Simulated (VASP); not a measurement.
Set up this calculation in VASP 6.6.1, as the native input.

* Task: single point
* Functional: PBEsol
* Potentials or basis: VASP PAW PBE potentials, release 64 (Al, Cu)
* Cutoff: 520 eV
* k mesh: 10 × 10 × 10
* Occupations: gaussian, width 0.15 eV
* Spin: no spin polarisation
* Dipole correction: no
* Further INCAR settings: ALGO = Fast; EDIFF = 1e-07; NBANDS = 26

The structure of Al2Cu lies in POSCAR:

```
Al2Cu
1.0
   -2.9366000000      2.9366000000      2.3172500000
    2.9366000000     -2.9366000000      2.3172500000
    2.9366000000      2.9366000000     -2.3172500000
Al Cu
4 2
Direct
    0.1593210787      0.6593210787      0.8186421574
    0.6593210787      0.8406789213      0.5000000000
    0.8406789213      0.3406789213      0.1813578426
    0.3406789213      0.1593210787      0.5000000000
    0.7500000000      0.7500000000      0.0000000000
    0.2500000000      0.2500000000      0.0000000000
```

These files were run (other wordings do the same):

INCAR

```
PREC = Accurate ; ENCUT = 520
EDIFF = 1E-7 ; ISMEAR = 0
SIGMA = 0.15 ; LREAL = False
LASPH = True ; NELM = 60
ALGO = Fast ; ISIF = 2
LWAVE = False ; LCHARG = True
GGA = PS ; LELF = True
LVHAR = True ; NBANDS = 26
```

KPOINTS

```
regular mesh
0
Gamma
  10 10 10
```

Potentials or basis: VASP PAW PBE potentials, release 64 (Al, Cu).

Launch:

```console
$ cat potpaw_PBE.64/Al/POTCAR potpaw_PBE.64/Cu/POTCAR > POTCAR
$ mpirun -np 1 vasp_std > vasp.out
```

It gave:

| Quantity | Value |
| --- | --- |
| Pressure | 11.1 GPa |
| Largest force | 0.147 eV/Å |
| Band gap on the k mesh | zero (bands 17 and 18 overlap by 4.88 eV) |

Caveat: the cell stands under pressure; the PAW data sets were made with another functional, which shifts forces and pressure a little.

Wall time 8.8 min on 1 thread of Intel Xeon 8259CL (shared host), peak memory 0.33 GiB.
